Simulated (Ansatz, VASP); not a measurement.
## One calculation of TaN, two programs

```xyz
4
Lattice="3.1338 0.0000 0.0000 -1.5669 2.7140 0.0000 0.0000 0.0000 6.0892" Properties=species:S:1:pos:R:3 pbc="T T T"
Ta    0.0000    1.8093    0.1910
Ta    1.5669    0.9047    3.2356
N     0.0000    1.8093    2.1533
N     1.5669    0.9047    5.1979
```

Alike in both runs: functional r2SCAN; k mesh 12 × 12 × 6; occupations gaussian, width 0.01 eV; no spin polarisation.

Ansatz relaxed the structure, and its values are those at the end. VASP's run is a single point on that final structure, the one shown.

|  | VASP | Ansatz |
| --- | --- | --- |
| version | VASP 6.6.1 | Ansatz 0.2.0 |
| potentials or method | VASP PAW PBE potentials, release 64 (Ta_pv, N), cutoff 520 eV | scalar-relativistic, plane waves, PAW |
| valence electrons in the cell | 32 | 36 |

Ansatz gave:

| Quantity | Value |
| --- | --- |
| gap on the k mesh at the Fermi level (eV) | none |
| pressure (GPa) | 0.0 |
| rms of the force components (eV/Å) | 0.003 |

Q: Which values does VASP return?

A: gap on the k mesh at the Fermi level (eV): none; pressure (GPa): 1.2; rms of the force components (eV/Å): 0.023.

VASP's potentials were made for PBE, not for r2SCAN. A gap of «none» marks a metal or a gap that the smearing closes. VASP's potentials hold 32 valence electrons a cell and Ansatz's 36, so a difference there can come from the potentials and not from the codes.

Neither program's run includes spin-orbit coupling.
